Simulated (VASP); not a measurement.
# WAu (F-43m) in VASP: a series of runs, part 2 of 2

VASP 6.6.1. Earlier steps stand in the parts before.

## Step 3: Relaxation of cell and atoms, PBE+D3(BJ)

This run uses another cell than the first one, of 20.75 Å³/atom, 0.863 times its volume.

INCAR reads:

```
PREC = Accurate ; ENCUT = 600
EDIFF = 1E-7 ; ISMEAR = -1
SIGMA = 0.05 ; LREAL = False
LASPH = True ; NELM = 60
ALGO = Fast ; ISIF = 3
LWAVE = False ; LCHARG = False
GGA = PE ; IVDW = 12
IBRION = 2 ; NSW = 60
EDIFFG = -0.01
```

KPOINTS reads:

```
regular mesh
0
Gamma
  8 8 8
```

POSCAR reads:

```
WAu
1.0
    0.0000000000      2.7479792600      2.7479792600
    2.7479792600      0.0000000000      2.7479792600
    2.7479792600      2.7479792600      0.0000000000
W Au
1 1
Direct
    0.0000000000      0.0000000000      0.0000000000
    0.7500000000      0.7500000000      0.7500000000
```

Potentials or basis: VASP PAW PBE potentials, release 64 (W_sv, Au).

On the command line:

```console
$ cat potpaw_PBE.64/W_sv/POTCAR potpaw_PBE.64/Au/POTCAR > POTCAR
$ mpirun -np 1 vasp_std > vasp.out
```

OUTCAR:

```text
PREC = Accurate
   ENCUT = 600
   EDIFF = 1E-7
   ISMEAR = -1
   LREAL = False
   LASPH = True
   NELM = 60
   ISIF = 3
   GGA = PE
   IVDW = 12
   IBRION = 2
   NSW = 60
   EDIFFG = -0.01
 IVDW          = 12

 ion  position               nearest neighbor table
   1  0.000  0.000  0.000-   2 2.38   2 2.38   2 2.38   2 2.38
   2  0.750  0.750  0.750-   1 2.38   1 2.38   1 2.38   1 2.38

  LATTYP: Found a face centered cubic cell.
 ALAT       =     5.4959585200

  Lattice vectors:

 A1 = (   0.0000000000,   2.7479792600,   2.7479792600)
 A2 = (   2.7479792600,   0.0000000000,   2.7479792600)
 A3 = (   2.7479792600,   2.7479792600,   0.0000000000)

Analysis of symmetry for initial positions (statically):
=====================================================================
 Subroutine PRICEL returns:
 Original cell was already a primitive cell.

 Routine SETGRP: Setting up the symmetry group for a
 face centered cubic supercell.

 Subroutine GETGRP returns: Found 24 space group operations
 (whereof 24 operations were pure point group operations)
 out of a pool of 48 trial point group operations.

The static configuration has the point symmetry T_d .

Analysis of symmetry for dynamics (positions and initial velocities):
=====================================================================
 Subroutine PRICEL returns:
 Original cell was already a primitive cell.

[... 151 lines left out ...]
  ---------------------------------------------------
  ext. energy  EPLUGINS =         0.00000000
  ---------------------------------------------------
  free energy    TOTEN  =       -11.64309946 eV

  energy without entropy =      -11.62682053  energy(sigma->0) =      -11.63495999

------------------------ aborting loop because EDIFF is reached ----------------------------------------

 Edisp (eV)   -1.27462

 E8    (eV) :    -0.6211
[... 31 lines left out ...]
--------------------------------------- Ionic step        2  -------------------------------------------

 number of electron      25.0000001 magnetization

 E-fermi :   2.7390     XC(G=0):  -9.1091

 val. band max:        2.7169822510   @ k =  -0.3750   0.2500   0.1250
 cond. band min:       2.7401544843   @ k =   0.3750   0.2500   0.0000
 fundamental gap:      0.0231722333
 Fermi energy:         2.7390239719

 k-point     1 :       0.0000    0.0000    0.0000
  band No.  band energies     occupation
      1     -71.9977      2.00000
      2     -36.0814      2.00000
      3     -36.0814      2.00000
      4     -36.0814      2.00000
      5      -3.1618      2.00000
      6      -1.6870      2.00000
[... 566 lines left out ...]
--------------------------------------- Ionic step        5  -------------------------------------------

 number of electron      25.0000000 magnetization

 Free energy of the ion-electron system (eV)
  ---------------------------------------------------
  ext. energy  EPLUGINS =         0.00000000
  ---------------------------------------------------
  free energy    TOTEN  =       -12.30691032 eV

  energy without entropy =      -12.28806885  energy(sigma->0) =      -12.29748959

 E-fermi :   5.9190     XC(G=0): -10.7905

 val. band max:        5.8844096769   @ k =  -0.3750   0.2500   0.1250
 cond. band min:       5.9580100763   @ k =   0.3750   0.2500   0.0000
 fundamental gap:      0.0736003994
 Fermi energy:         5.9190268804

 k-point     1 :       0.0000    0.0000    0.0000
  band No.  band energies     occupation
      1     -68.3764      2.00000
      2     -32.5776      2.00000
      3     -32.5776      2.00000
      4     -32.5776      2.00000
      5      -1.7528      2.00000
      6       0.0605      2.00000
[... 480 lines left out ...]
  FREE ENERGIE OF THE ION-ELECTRON SYSTEM (eV)
  ---------------------------------------------------
  free  energy   TOTEN  =       -13.4080719937 eV

  energy  without entropy=      -13.3892305305  energy(sigma->0) =      -13.39865126

 reached required accuracy - stopping structural energy minimisation
```

OSZICAR:

```text
N       E                     dE             d eps       ncg     rms          rms(c)
DAV:   1     0.199002761272E+03    0.19900E+03   -0.14442E+04   928   0.176E+03
DAV:   2    -0.853369601360E+01   -0.20754E+03   -0.20547E+03  1184   0.432E+02
[... 71 lines left out ...]
RMM:   4    -0.123069001770E+02   -0.11972E-04   -0.44962E-04  1078   0.129E-01    0.847E-02
RMM:   5    -0.123069200574E+02   -0.19880E-04   -0.16104E-04   987   0.936E-02    0.193E-02
RMM:   6    -0.123069121427E+02    0.79147E-05   -0.25372E-05   983   0.486E-02    0.126E-02
RMM:   7    -0.123069101345E+02    0.20083E-05   -0.25667E-05   956   0.386E-02    0.656E-03
RMM:   8    -0.123069102282E+02   -0.93778E-07   -0.37981E-06  1026   0.186E-02    0.106E-03
RMM:   9    -0.123069103441E+02   -0.11582E-06   -0.16251E-06   962   0.103E-02    0.120E-03
RMM:  10    -0.123069103178E+02    0.26241E-07   -0.99571E-08   553   0.246E-03
   5 F= -.13408072E+02 E0= -.13398651E+02  d E =-.490356E+00
```

CONTCAR:

```text
WAu
   1.00000000000000
     0.0000000000000000    2.8826668613281274    2.8826668613281274
     2.8826668613281274    0.0000000000000000    2.8826668613281274
     2.8826668613281274    2.8826668613281274    0.0000000000000000
  W               Au
     1     1
Direct
     0.0000000000000000    0.0000000000000000    0.0000000000000000
     0.7500000000000000    0.7500000000000000    0.7500000000000000

  0.00000000E+00  0.00000000E+00  0.00000000E+00
  0.00000000E+00  0.00000000E+00  0.00000000E+00
```

Wall time 1.8 min (1 thread of Intel Xeon Platinum 8259CL at 2.50GHz (Skylake/Cascade Lake), shared host); peak memory 0.21 GiB.

Results:

| Quantity | Value |
| --- | --- |
| Free energy | -13.4081 eV |
| Relaxed volume | 23.95 Å³/atom |
| Relaxed cell | a = 4.077 Å, b = 4.077 Å, c = 4.077 Å, α = 60.00°, β = 60.00°, γ = 60.00° |
| Space group after relaxing (to 0.05 Å) | F-43m (No. 216) |
| Energy gained by relaxing | 245.2 meV/atom |
| Ionic steps | 5 |
| Pressure after relaxing | 0.0 GPa |
| Dispersion energy per atom | -0.551 eV |

The path:
| step | energy change (eV) | largest force (eV/Å) | pressure (GPa) | volume (Å³) |
| --- | --- | --- | --- | --- |
| 1 | 0.0000 | 0.0000 | 28.20 | 41.50 |
| 2 | 1.2316 | 0.0000 | -19.54 | 67.54 |
| 3 | -0.4834 | 0.0000 | -2.42 | 48.80 |
| 4 | -0.4900 | 0.0000 | -0.53 | 48.10 |
| 5 | -0.4904 | 0.0000 | 0.01 | 47.91 |

Final structure:
```
W Au
1.0
     0.00000    2.88267    2.88267
     2.88267    0.00000    2.88267
     2.88267    2.88267    0.00000
W Au
1 1
Direct
  0.00000 0.00000 0.00000
  0.75000 0.75000 0.75000
```

Caveat: the volume moved by over 15 % at a fixed basis, so the end points are rough; spin-orbit coupling is left out, which moves the levels of the heavy elements; pairwise dispersion overbinds metals, which lowers pressure and volume.

## Step 4: Relaxation of cell and atoms, PBE+D4

This run uses another cell than the first one, of 20.75 Å³/atom, 0.863 times its volume.

INCAR reads:

```
PREC = Accurate
ENCUT = 600
EDIFF = 1E-6
ISMEAR = -1
SIGMA = 0.05
LREAL = False
LASPH = True
NELM = 80
ALGO = Fast
ISIF = 3
LWAVE = False
LCHARG = False
GGA = PE
IVDW = 13
IBRION = 2
NSW = 60
EDIFFG = -0.01
```

KPOINTS is that of step 3.

POSCAR is that of step 3.

On the command line:

```console
$ cat potpaw_PBE.64/W_sv/POTCAR potpaw_PBE.64/Au/POTCAR > POTCAR
$ mpirun -np 1 vasp_std > vasp.out
```

Wall time 92 s (1 thread of Intel Xeon Platinum 8259CL at 2.50GHz (Skylake/Cascade Lake), shared host); peak memory 0.2 GiB.

The run converged. Its results:

| Quantity | Value |
| --- | --- |
| Free energy | -13.4459 eV |
| Relaxed volume | 23.98 Å³/atom |
| Relaxed cell | a = 4.078 Å, b = 4.078 Å, c = 4.078 Å, α = 60.00°, β = 60.00°, γ = 60.00° |
| Space group after relaxing (to 0.05 Å) | F-43m (No. 216) |
| Energy gained by relaxing | 249.6 meV/atom |
| Ionic steps | 5 |
| Pressure after relaxing | 0.0 GPa |
| Dispersion energy per atom | -0.569 eV |

Step by step:
| step | energy change (eV) | largest force (eV/Å) | pressure (GPa) | volume (Å³) |
| --- | --- | --- | --- | --- |
| 1 | 0.0000 | 0.0000 | 28.54 | 41.50 |
| 2 | 1.2660 | 0.0000 | -19.60 | 67.90 |
| 3 | -0.4919 | 0.0000 | -2.47 | 48.87 |
| 4 | -0.4989 | 0.0000 | -0.56 | 48.15 |
| 5 | -0.4992 | 0.0000 | -0.01 | 47.95 |

Final structure:
```yaml
crystal:
  lattice:
    - [0.00000, 2.88352, 2.88352]
    - [2.88352, 0.00000, 2.88352]
    - [2.88352, 2.88352, 0.00000]
  atoms:
    - { symbol: W, position: [0.00000, 0.00000, 0.00000] }
    - { symbol: Au, position: [0.75000, 0.75000, 0.75000] }
```

Levels at points of the mesh, in eV from the Fermi level:
```
           k point  band 9  band 10  band 11  band 12  band 13  band 14  band 15  band 16
(0.00, 0.00, 0.00)   -5.73    -5.73    -0.75    -0.75    -0.75     1.61     1.61     8.49
(0.50, 0.00, 0.00)   -5.65    -5.06    -1.89    -0.25    -0.25     1.42     1.42     2.07
(0.50, 0.50, 0.00)   -5.11    -4.04    -2.82     0.38     1.28     1.53     1.53     2.84
```

Caveat: the volume moved by over 15 % at a fixed basis, so the end points are rough; spin-orbit coupling is left out, which moves the levels of the heavy elements; pairwise dispersion overbinds metals, which lowers pressure and volume.

## Step 5: Summary

```csv
task,level,cell,cutoff (eV),gap on the mesh (eV),pressure (GPa),relaxed volume (Å³/atom)
single point,BLYP+D3(BJ),"a = 4.082 Å, angles 60.0°, 2 atoms",520,none,1.0,-
relaxation of cell and atoms,PBE+D3(BJ),"relaxed from a = 3.886 Å, angles 60.0°, 2 atoms",600,none,0.0,23.95
relaxation of cell and atoms,PBE+D4,"relaxed from a = 3.886 Å, angles 60.0°, 2 atoms",600,none,0.0,23.98
```

Alike in all rows: potentials or basis VASP PAW PBE potentials, release 64 (W_sv, Au); no spin polarisation; k mesh 8 × 8 × 8; smearing fermi-dirac 0.05 eV.

Caveats: spin-orbit coupling is left out, which moves the levels of the heavy elements; pairwise dispersion overbinds metals, which lowers pressure and volume; the volume moved by over 15 % at a fixed basis, so the end points are rough (some runs); the PAW data sets were made with another functional, which shifts forces and pressure a little (some runs).

Total energies depend on the potentials used, so only differences within one code and one set of settings carry meaning.
